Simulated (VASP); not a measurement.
Here is a VASP 6.6.1 calculation.

File INCAR:

```
ALGO = Normal
EDIFF = 1E-6
EDIFFG = -0.01
ENCUT = 600
GGA = PE
IBRION = 2
ISIF = 4
ISMEAR = 0
LASPH = True
LCHARG = False
LREAL = False
LWAVE = False
NELM = 80
NSW = 50
PREC = Accurate
SIGMA = 0.1
```

KPOINTS

```
k-points
0
Gamma
  16 16 10
```

POSCAR

```
NiO
1.0
    2.8582502775      0.0000000000      0.0000000000
    0.0000000000      2.8582502775      0.0000000000
    0.0000000000      0.0000000000      5.0593398992
Ni O
2 2
Direct
    0.0000000000      0.5000000000      0.5000000000
    0.5000000000      0.0000000000      0.0000000000
    0.0000000000      0.0000000000      0.2500000000
    0.0000000000      0.0000000000      0.7500000000
```

Potentials or basis: VASP PAW PBE potentials, release 64 (Ni, O).

Command:

```bash
$ cat potpaw_PBE.64/Ni/POTCAR potpaw_PBE.64/O/POTCAR > POTCAR
$ mpirun -np 1 vasp_std > vasp.out
```

**Question.** Predict the band gap on the k mesh.

**Answer.** Zero (bands 16 and 17 overlap by 0.35 eV).

The path:
| step | energy change (eV) | largest force (eV/Å) | pressure (GPa) | volume (Å³) |
| --- | --- | --- | --- | --- |
| 1 | 0.0000 | 0.0000 | -5.04 | 41.33 |
| 2 | -0.0008 | 0.0000 | -4.85 | 41.33 |
| 3 | -0.0010 | 0.0000 | -4.75 | 41.33 |

Caveat: the run has no spin polarisation, though such a crystal can be magnetic; semilocal functionals often make such compounds metallic where correlation or magnetic order opens a gap, which also shifts bond lengths. With open d or f shells a metallic result of PBE can be an artefact of self-interaction; +U or a hybrid may open a gap.
